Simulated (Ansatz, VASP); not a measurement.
## MgS: VASP beside Ansatz

```xyz
4
Lattice="3.7099 0.0000 0.0000 0.0000 3.7099 0.0000 0.0000 0.0000 5.1168" Properties=species:S:1:pos:R:3 pbc="T T T"
Mg    1.8549    0.0000    3.4443
Mg    0.0000    1.8549    1.6726
S     1.8549    0.0000    1.3422
S     0.0000    1.8549    3.7746
```

Alike in both runs: task relaxation of cell and atoms; functional PBE; k mesh 6 × 6 × 4; occupations gaussian, width 0.1 eV; no spin polarisation.

|  | VASP | Ansatz |
| --- | --- | --- |
| version | VASP 6.6.1 | Ansatz 0.2.0 |
| potentials or method | VASP PAW PBE potentials, release 64 (Mg, S), cutoff 600 eV | scalar-relativistic, plane waves, PAW |
| valence electrons in the cell | 16 | 32 |

```csv
,VASP,Ansatz,Ansatz less VASP
"gap on the k mesh at the Fermi level, each at its own relaxed structure (eV)",2.74,2.75,+0.012
relaxed volume (Å³/atom),17.86,17.85,-0.006
relaxed cell length with the largest relative difference (Å),5.225,5.233,+0.0077
```

VASP's potentials hold 16 valence electrons a cell and Ansatz's 32, so a difference there can come from the potentials and not from the codes.
